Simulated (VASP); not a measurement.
Input of a VASP 6.6.1 run:

Contents of INCAR:

```
PREC = Accurate
ENCUT = 600
EDIFF = 1E-8
ISMEAR = 0
SIGMA = 0.01
LREAL = False
LASPH = True
NELM = 80
ALGO = Normal
ISIF = 3
LWAVE = False
LCHARG = False
NBANDS = 11
IBRION = 6
NFREE = 2
POTIM = 0.015
NSW = 1
```

The input KPOINTS:

```
regular mesh
0
Gamma
  8 8 8
```

The input POSCAR:

```
Si
1.0
    0.0000000000      2.7010582994      2.7010582994
    2.7010582994      0.0000000000      2.7010582994
    2.7010582994      2.7010582994      0.0000000000
Si
2
Direct
    0.7500000000      0.7500000000      0.7500000000
    0.5000000000      0.5000000000      0.5000000000
```

Potentials or basis: VASP PAW LDA potentials, release 64 (Si).

Command:

```sh
$ cat potpaw_LDA.64/Si/POTCAR > POTCAR
$ mpirun -np 1 vasp_std > vasp.out
```

(1) Estimate the elastic constants C11, C12, C44.

(2) What does it give for the Voigt bulk modulus?

(3) Estimate the highest phonon frequency at Γ.

Results:

(1) 161, 65, 76 GPa.

(2) 97 GPa.

(3) 513 cm⁻¹.
